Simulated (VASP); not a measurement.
Here is a VASP 6.6.1 calculation.

File INCAR:

```
  PREC = Accurate
  ENCUT = 520
  EDIFF = 1E-6
  ISMEAR = 0
  SIGMA = 0.1
  LREAL = False
  LASPH = True
  NELM = 150
  ALGO = Normal
  ISIF = 2
  LWAVE = False
  LCHARG = False
  ISPIN = 2
  MAGMOM = -0.31 0.84 0 0 0
  LORBIT = 11
  LMAXMIX = 4
  GGA = PE
  NBANDS = 34
```

The input KPOINTS:

```
regular mesh
0
Gamma
  6 6 8
```

The input POSCAR:

```
NbVTe3
1.0
    6.1560182595      0.0000000000      0.0000000000
   -3.0780091297      5.3312681989      0.0000000000
    0.0000000000      0.0000000000      4.4789774408
Nb V Te
1 1 3
Direct
    0.0000000000      0.0000000000      0.0000000000
    0.0000000000      0.0000000000      0.5000000000
    0.5000000000      0.0000000000      0.5000000000
    0.0000000000      0.5000000000      0.5000000000
    0.5000000000      0.5000000000      0.5000000000
```

Potentials or basis: VASP PAW PBE potentials, release 64 (Nb_sv, V_sv, Te).

Run with:

```bash
$ cat potpaw_PBE.64/Nb_sv/POTCAR potpaw_PBE.64/V_sv/POTCAR potpaw_PBE.64/Te/POTCAR > POTCAR
$ mpirun -np 1 vasp_std > vasp.out
```

Task: What does it give for the net moment?

Result: -0.05 μB per cell.

Task: Predict the site moments.

Result: Nb -0.35; V +0.35; Te +0.02 μB.

Task: Estimate the pressure.

Result: 0.1 GPa.

Stress tensor (GPa, compression positive):
```
-0.08  0.00  0.00
 0.00 -0.08  0.00
 0.00  0.00  0.56
```
